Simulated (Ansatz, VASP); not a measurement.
One calculation of BiTe, two programs

The input POSCAR:

```
BiTe
1.0
    0.0000000000      3.2132879364      3.2132879364
    3.2132879364      0.0000000000      3.2132879364
    3.2132879364      3.2132879364      0.0000000000
Bi Te
1 1
Direct
    0.0000000000      0.0000000000      0.0000000000
    0.5000000000      0.5000000000      0.5000000000
```

INCAR.step1

```
  PREC = Accurate
  ENCUT = 520
  ISMEAR = -1
  SIGMA = 0.05
  LREAL = F
  LASPH = T
  NELM = 100
  NBANDS = 18
  GGA = PE
  ALGO = Normal
  EDIFF = 1E-4
  LWAVE = T
  LCHARG = F
```

File INCAR.step2:

```
  PREC = Accurate
  ENCUT = 520
  EDIFF = 1E-7
  ISMEAR = -1
  SIGMA = 0.05
  LREAL = F
  LASPH = T
  NELM = 100
  ALGO = Normal
  ISIF = 2
  LWAVE = F
  LCHARG = F
  METAGGA = R2SCAN
  LMIXTAU = T
  NBANDS = 18
  ISTART = 1
```

KPOINTS

```
regular mesh
0
Gamma
  7 7 7
```

Contents of input.yaml:

```yaml
crystal:
  lattice:
    - [0.0, 3.2132879364, 3.2132879364]
    - [3.2132879364, 0.0, 3.2132879364]
    - [3.2132879364, 3.2132879364, 0.0]
  atoms:
    - { symbol: Bi, position: [0.0, 0.0, 0.0] }
    - { symbol: Te, position: [0.5, 0.5, 0.5] }
hamiltonian:
  xc: r2scan
  pseudopotentials: { kind: paw }
kpoints:
  mp_grid: { grid: [7, 7, 7] }
scf:
  occupations: { method: fermi_dirac, width: 0.05 }
output:
  forces: true
  stress: true
  eigenvalues: true
```

Alike in both runs: task single point; functional r2SCAN; k mesh 7 × 7 × 7; occupations fermi-dirac, width 0.05 eV; no spin polarisation.

```csv
,VASP,Ansatz
version,VASP 6.6.1,Ansatz 0.2.0
potentials or method,"VASP PAW PBE potentials, release 64 (Bi_d, Te)",Ansatz PAW
plane-wave cutoff (eV),520,500
valence electrons in the cell,21,31
```

|  | VASP | Ansatz | Ansatz less VASP |
| --- | --- | --- | --- |
| gap on the k mesh at the Fermi level (eV) | none | none | - |
| pressure (GPa) | 1.2 | 1.2 | +0.03 |

VASP's potentials were made for PBE, not for r2SCAN. A gap of «none» marks a metal or a gap that the smearing closes. With one functional, cell and mesh, what is left measures potentials, basis and numerics. VASP's potentials hold 21 valence electrons a cell and Ansatz's 31, so a difference there can come from the potentials and not from the codes.

Neither program's run includes spin-orbit coupling.
